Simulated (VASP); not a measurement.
A run of VASP 6.6.1 is set up as follows.

INCAR

```
  ALGO = Normal
  EDIFF = 1E-6
  ENCUT = 500
  GGA = PS
  GGA_COMPAT = False
  ISIF = 2
  ISMEAR = 0
  LASPH = True
  LCHARG = False
  LREAL = False
  LWAVE = False
  NBANDS = 16
  NELM = 120
  PREC = Accurate
  SIGMA = 0.1
```

File KPOINTS:

```
k-points
0
Gamma
  14 14 14
```

The input POSCAR:

```
InAs
1.0
    0.0000000000      2.8255595116      2.8255595116
    2.8255595116      0.0000000000      2.8255595116
    2.8255595116      2.8255595116      0.0000000000
In As
1 1
Direct
    0.5000000000      0.5000000000      0.5000000000
    0.0000000000      0.0000000000      0.0000000000
```

Potentials or basis: VASP PAW PBE potentials, release 64 (In_d, As).

Launch:

```console
$ cat potpaw_PBE.64/In_d/POTCAR potpaw_PBE.64/As/POTCAR > POTCAR
$ mpirun -np 1 vasp_std > vasp.out
```

Question: Estimate the band gap on the k mesh.

Answer: Zero (bands 9 and 10 overlap by 2.82 eV).

Question: Estimate the pressure.

Answer: 0.2 GPa.

Caveat: the PAW data sets were made with another functional, which shifts forces and pressure a little; spin-orbit coupling is left out, which moves the levels of the heavy elements.
